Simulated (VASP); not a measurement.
# Cd (P-1) in VASP: single point with r2SCAN

Aim: the single point of Cd with r2SCAN.

Program: VASP 6.6.1. These are calculated values, not measurements. Logs are shortened: lines on timing, memory, paths and dates and some standing lists are left out, and cuts for length are marked.

## (1) The cell of the first run

The typed cell holds 2 atoms: a = 3.748 Å, b = 3.766 Å, c = 6.114 Å, α = 89.70°, β = 89.66°, γ = 60.35°.

## (2) Single point, r2SCAN

Input file POSCAR:

```
Cd
1.0
    1.8793913100      3.2425025800      0.0110442900
   -1.8974518700      3.2529296500      0.0099419800
    0.0017901200      0.0196731800      6.1135686100
Cd
2
Direct
    0.3852680000      0.1265780000      0.1805230000
    0.6251530000      0.7234080000      0.8399160000
```

Input file INCAR.step1:

```
PREC     = Accurate       # precision mode
ENCUT    = 700            # plane-wave cutoff, eV
ISMEAR   = -1             # smearing method
SIGMA    = 0.0798         # smearing width, eV
LREAL    = False          # projectors in reciprocal space
LASPH    = True           # aspherical terms in the spheres
NELM     = 120            # most SCF steps
NBANDS   = 27             # bands
GGA      = PE             # functional
ALGO     = Normal         # electronic algorithm
EDIFF    = 1E-5           # SCF threshold, eV
LWAVE    = True           # write WAVECAR
LCHARG   = False          # write CHGCAR
GGA_COMPAT= False
```

Input file INCAR.step2:

```
PREC     = Accurate       # precision mode
ENCUT    = 700            # plane-wave cutoff, eV
EDIFF    = 1E-6           # SCF threshold, eV
ISMEAR   = -1             # smearing method
SIGMA    = 0.0798         # smearing width, eV
LREAL    = False          # projectors in reciprocal space
LASPH    = True           # aspherical terms in the spheres
NELM     = 120            # most SCF steps
ALGO     = Normal         # electronic algorithm
ISIF     = 2              # what is computed and relaxed
LWAVE    = False          # write WAVECAR
LCHARG   = False          # write CHGCAR
METAGGA  = R2SCAN         # meta-GGA
LMIXTAU  = True         
NBANDS   = 27             # bands
ISTART   = 1            
GGA_COMPAT= False
```

Input file KPOINTS:

```
Automatic mesh
0
Gamma
  6 6 3
```

Potentials or basis: VASP PAW PBE potentials, release 64 (Cd_sv_GW).

Started as:

```console
cat potpaw_PBE.64/Cd_sv_GW/POTCAR > POTCAR
cp INCAR.step1 INCAR
mpirun -np 1 vasp_std > vasp.out
cp INCAR.step2 INCAR
mpirun -np 1 vasp_std > vasp.out
```

OUTCAR:

```text
PREC = Accurate
   ENCUT = 700
   EDIFF = 1E-6
   ISMEAR = -1
   LREAL = False
   LASPH = True
   NELM = 120
   ISIF = 2
   METAGGA = R2SCAN
   ISTART = 1

 ion  position               nearest neighbor table
   1  0.385  0.127  0.181-   2 2.47
   2  0.625  0.723  0.840-   1 2.47

  Warning from LATTYP: Got some problem with cell dimensions!
  Tried to take original basis but could not verify dimensions!
  LATTYP: Found a triclinic cell.
 ALAT       =     3.7478069125
 B/A-ratio  =     1.0077514190
 C/A-ratio  =     1.6312474651
 COS(alpha) =     0.0005757818
 COS(beta)  =     0.0058777586
 COS(gamma) =     0.4990746592

  Lattice vectors:

 A1 = (  -1.8793913100,  -3.2425025800,  -0.0110442900)
 A2 = (  -3.7768431800,   0.0104270700,  -0.0011023100)
 A3 = (  -0.0017901200,  -0.0196731800,  -6.1135686100)

Analysis of symmetry for initial positions (statically):
=====================================================================
 Subroutine PRICEL returns:
 Original cell was already a primitive cell.

 Routine SETGRP: Setting up the symmetry group for a
 triclinic supercell.

 Subroutine GETGRP returns: Found  2 space group operations
 (whereof  1 operations were pure point group operations)
 out of a pool of  2 trial point group operations.

The static configuration has the point symmetry C_1 .
 The point group associated with its full space group is S_2 .

Analysis of symmetry for dynamics (positions and initial velocities):
=====================================================================
 Subroutine PRICEL returns:
 Original cell was already a primitive cell.

 Routine SETGRP: Setting up the symmetry group for a
 triclinic supercell.

 Subroutine GETGRP returns: Found  2 space group operations
 (whereof  1 operations were pure point group operations)
 out of a pool of  2 trial point group operations.

The dynamic configuration has the point symmetry C_1 .
 The point group associated with its full space group is S_2 .

 Subroutine INISYM returns: Found  2 space group operations
 (whereof  1 operations are pure point group operations),
 and found     1 'primitive' translations

----------------------------------------------------------------------------------------

                                     Primitive cell

  volume of cell :      74.9884

  direct lattice vectors                    reciprocal lattice vectors
     1.879391310  3.242502580  0.011044290     0.265198630  0.154693587 -0.000575450
    -1.897451870  3.252929650  0.009941980    -0.264348254  0.153220665 -0.000415653
     0.001790120  0.019673180  6.113568610    -0.000049200 -0.000528627  0.163572301

  length of vectors
     3.747806913  3.765896142  6.113600526     0.307019136  0.305543359  0.163573163

  position of ions in fractional coordinates (direct lattice)
     0.385268000  0.126578000  0.180523000
     0.625153000  0.723408000  0.839916000

  ion indices of the primitive-cell ions
   primitive index   ion index
                 1           1
                 2           2

----------------------------------------------------------------------------------------

 KPOINTS: Automatic mesh

Automatic generation of k-mesh.
 Grid dimensions read from file:
 generate k-points for:    6    6    3

 Generating k-lattice:

  Cartesian coordinates                     Fractional coordinates (reciprocal lattice)
     0.044199772  0.025782265 -0.000095908     0.166666667 -0.000000000  0.000000000
    -0.044058042  0.025536777 -0.000069275     0.000000000  0.166666667  0.000000000
    -0.000016400 -0.000176209  0.054524100     0.000000000  0.000000000  0.333333333

  Length of vectors
     0.051169856  0.050923893  0.054524388

  Shift w.r.t. Gamma in fractional coordinates (k-lattice)
     0.000000000  0.000000000  0.000000000

 Subroutine IBZKPT returns following result:
 ===========================================

 Found     56 irreducible k-points:

 Following reciprocal coordinates:
            Coordinates               Weight
  0.000000  0.000000  0.000000      1.000000
  0.166667 -0.000000  0.000000      2.000000
  0.333333 -0.000000 -0.000000      2.000000
  0.500000 -0.000000  0.000000      1.000000
  0.000000  0.166667  0.000000      2.000000
  0.166667  0.166667  0.000000      2.000000
[... 16 lines left out ...]
  0.333333 -0.000000  0.333333      2.000000
  0.500000 -0.000000  0.333333      2.000000
 [... further k-points ...]
   k-points           NKPTS =     56   k-points in BZ     NKDIM =     56   number of bands    NBANDS=     27
   number of dos      NEDOS =    301   number of ions     NIONS =      2
   total plane-waves  NPLWV =  55296
   dimension x,y,z NGX =    32 NGY =   32 NGZ =   54
   dimension x,y,z NGXF=    64 NGYF=   64 NGZF=  108
   ions per type =               2
   NGX,Y,Z   is equivalent  to a cutoff of  14.19, 14.13, 14.68 a.u.
   NGXF,Y,Z  is equivalent  to a cutoff of  28.39, 28.25, 29.37 a.u.
 SYSTEM =  unknown system
   PREC   = accura    normal or accurate (medium, high low for compatibility)
   ISTART =      1    job   : 0-new  1-cont  2-samecut
   ICHARG =      0    charge: 1-file 2-atom 10-const
   ISPIN  =      1    spin polarized calculation?
   LNONCOLLINEAR =      F non collinear calculations
   LSORBIT =      F    spin-orbit coupling
   LASPH  =      T    aspherical Exc in radial PAW
   ENCUT  =  700.0 eV  51.45 Ry    7.17 a.u.   8.09  8.12 13.19*2*pi/ulx,y,z
   NELM   =    120;   NELMIN=  2; NELMDL=  0     # of ELM steps
   EDIFF  = 0.1E-05   stopping-criterion for ELM
   LREAL  =      F    real-space projection
   EDIFFG = 0.1E-04   stopping-criterion for IOM
   NSW    =      0    number of steps for IOM
   IBRION =     -1    ionic relax: 0-MD 1-quasi-New 2-CG
   NFREE  =      0    steps in history (QN), initial steepest desc. (CG)
   ISIF   =      2    stress and relaxation
   ISYM   =      2    0-nonsym 1-usesym 2-fastsym
   POTIM  = 0.5000    time-step for ionic-motion
   TEBEG  =    0.0;   TEEND  =   0.0 temperature during run
   PSTRESS=    0.0 pullay stress
   NELECT =      40.0000    total number of electrons
   NUPDOWN=      -1.0000    fix difference up-down
   EMIN   =  10.00;   EMAX   =-10.00  energy-range for DOS
   EFERMI =   0.00;   METHOD = LEGACY
   ISMEAR =    -1;   SIGMA  =   0.08  broadening in eV -4-tet -1-fermi 0-gaus
   EFERMI_NEDOS =   21; number of points for ismear=-14 and -15
   IALGO  =     38    algorithm
   IMIX   =      4    mixing-type and parameters
     AMIX     =   0.40;   BMIX     =  1.00
     AMIX_MAG =   1.60;   BMIX_MAG =  1.00
  volume/ion in A,a.u.               =      37.49       253.02
  Fermi-wavevector in a.u.,A,eV,Ry     =   1.327691  2.508971 23.983835  1.762762
  Thomas-Fermi vector in A             =   2.456984
   LORBIT       =      0    0 simple, 1 ext, 2 COOP (PROOUT), +10 PAW based schemes
   METAGGA = R2SCAN    functional components
   LHFCALC =     F    Hartree Fock is set to
   AEXX    =    0.0000 exact exchange contribution
   IVDW    =     0    specifies the selected vdW correction
   LEPSILON=     F    determine dielectric tensor
   LRPA    =     F    only Hartree local field effects (RPA)
 non-spin polarized calculation
  energy-cutoff  :      700.00
  volume of cell :       74.99
 maximum number of plane-waves:      3167
   NGX = 17   NGY = 17   NGZ = 27

 number of electron      40.0000005 magnetization

 Free energy of the ion-electron system (eV)
  ---------------------------------------------------
  ext. energy  EPLUGINS =         0.00000000
  ---------------------------------------------------
  free energy    TOTEN  =       -38.69370946 eV

  energy without entropy =      -38.67154685  energy(sigma->0) =      -38.68262815

 E-fermi :   1.9766     XC(G=0):  -8.7759

 val. band max:        1.9426246230   @ k =   0.3333  -0.0000  -0.0000
 cond. band min:       2.0027800213   @ k =   0.3333   0.3333   0.0000
 fundamental gap:      0.0601553983
 Fermi energy:         1.9765555137

 k-point     1 :       0.0000    0.0000    0.0000
  band No.  band energies     occupation
      1    -103.7229      2.00000
      2    -103.7055      2.00000
      3     -63.9865      2.00000
      4     -63.8370      2.00000
      5     -63.8349      2.00000
      6     -63.8224      2.00000
[... 19 lines left out ...]
     26      13.3593      0.00000
     27      13.5092      0.00000

 k-point     2 :       0.1667   -0.0000    0.0000
  band No.  band energies     occupation
      1    -103.7229      2.00000
      2    -103.7055      2.00000
      3     -63.9866      2.00000
      4     -63.8372      2.00000
      5     -63.8363      2.00000
      6     -63.8224      2.00000
[... 19 lines left out ...]
     26      12.9078      0.00000
     27      13.8420      0.00000

 k-point     3 :       0.3333   -0.0000   -0.0000
  band No.  band energies     occupation
      1    -103.7228      2.00000
      2    -103.7056      2.00000
      3     -63.9867      2.00000
      4     -63.8388      2.00000
      5     -63.8373      2.00000
      6     -63.8228      2.00000
[... 19 lines left out ...]
     26       9.6189      0.00000
     27      13.0415      0.00000

 k-point     4 :       0.5000   -0.0000    0.0000
  band No.  band energies     occupation
      1    -103.7227      2.00000
      2    -103.7056      2.00000
      3     -63.9867      2.00000
      4     -63.8399      2.00000
      5     -63.8374      2.00000
      6     -63.8230      2.00000
[... 19 lines left out ...]
     26       8.2317      0.00000
     27      12.6864      0.00000

 k-point     5 :       0.0000    0.1667    0.0000
  band No.  band energies     occupation
      1    -103.7229      2.00000
      2    -103.7055      2.00000
      3     -63.9866      2.00000
      4     -63.8379      2.00000
      5     -63.8359      2.00000
      6     -63.8220      2.00000
[... 19 lines left out ...]
     26      12.5801      0.00000
     27      12.7229      0.00000

 k-point     6 :       0.1667    0.1667    0.0000
  band No.  band energies     occupation
      1    -103.7229      2.00000
      2    -103.7055      2.00000
      3     -63.9865      2.00000
      4     -63.8379      2.00000
      5     -63.8351      2.00000
      6     -63.8222      2.00000
[... 444 lines left out ...]
      1    -103.7229      2.00000
      2    -103.7055      2.00000
      3     -63.9865      2.00000
      4     -63.8370      2.00000
      5     -63.8350      2.00000
      6     -63.8224      2.00000
[... 19 lines left out ...]
     26      11.4717      0.00000
     27      13.4656      0.00000

 k-point    22 :       0.1667   -0.0000    0.3333
  band No.  band energies     occupation
      1    -103.7229      2.00000
      2    -103.7055      2.00000
      3     -63.9865      2.00000
      4     -63.8372      2.00000
      5     -63.8363      2.00000
      6     -63.8223      2.00000
[... 19 lines left out ...]
     26      10.5439      0.00000
     27      12.8925      0.00000

 k-point    23 :       0.3333   -0.0000    0.3333
  band No.  band energies     occupation
      1    -103.7228      2.00000
      2    -103.7056      2.00000
      3     -63.9866      2.00000
      4     -63.8388      2.00000
      5     -63.8373      2.00000
      6     -63.8228      2.00000
[... 19 lines left out ...]
     26      11.1191      0.00000
     27      11.9830      0.00000

 k-point    24 :       0.5000   -0.0000    0.3333
  band No.  band energies     occupation
      1    -103.7227      2.00000
      2    -103.7056      2.00000
      3     -63.9867      2.00000
      4     -63.8399      2.00000
      5     -63.8374      2.00000
      6     -63.8230      2.00000
[... 19 lines left out ...]
     26       9.8178      0.00000
     27      11.6727      0.00000

 [... further k-points ...]
[... 5 lines left out ...]
  --------------------------------------------------------------------------------------
  -------------------------------------------------------------------------------------
  Total        0.0877771     -1.2626071      2.9686404     -0.6798134      1.2355038     -2.7111521
  in kB        1.8754166    -26.9764561     63.4270135    -14.5246732     26.3973765    -57.9256010
  external PRESSURE =      12.7753247 kB  Pullay stress =       0.0000000 kB

 VOLUME and BASIS-vectors are now :
 -----------------------------------------------------------------------------
  energy-cutoff  :      700.00
  volume of cell :       74.99
      direct lattice vectors                 reciprocal lattice vectors
     1.879391310  3.242502580  0.011044290     0.265198630  0.154693587 -0.000575450
    -1.897451870  3.252929650  0.009941980    -0.264348254  0.153220665 -0.000415653
     0.001790120  0.019673180  6.113568610    -0.000049200 -0.000528627  0.163572301

 POSITION                                       TOTAL-FORCE (eV/Angst)
 -----------------------------------------------------------------------------------
      0.48422      1.66453      1.10915        -1.244936      0.556947      1.894871
     -0.19622      4.39678      5.14898         1.244936     -0.556947     -1.894871
 -----------------------------------------------------------------------------------
    total drift:                                0.000153      0.000004      0.000117

  FREE ENERGIE OF THE ION-ELECTRON SYSTEM (eV)
  ---------------------------------------------------
  free  energy   TOTEN  =       -38.6937094587 eV

  energy  without entropy=      -38.6715468453  energy(sigma->0) =      -38.68262815
```

Wall time 7.2 min (1 thread of Intel Xeon Platinum 8375C at 2.90GHz (Ice Lake), shared host); peak memory 0.35 GiB.

Results:

```yaml
Free_energy: -38.6937 eV
Pressure: 1.3 GPa
Largest_force: 2.335 eV/Å
Band_gap_on_the_k_mesh: zero (bands 20 and 21 overlap by 0.07 eV)
```

Forces in eV/Å, atoms in the order of the input:
```
Cd  -1.245  0.557  1.895
Cd   1.245 -0.557 -1.895
```

Caveat: the stress differs along the axes, from -3 to 6 GPa; the PAW data sets were made with another functional, which shifts forces and pressure a little.

The gap in the log of VASP goes by the Fermi energy; the results here count the filled bands.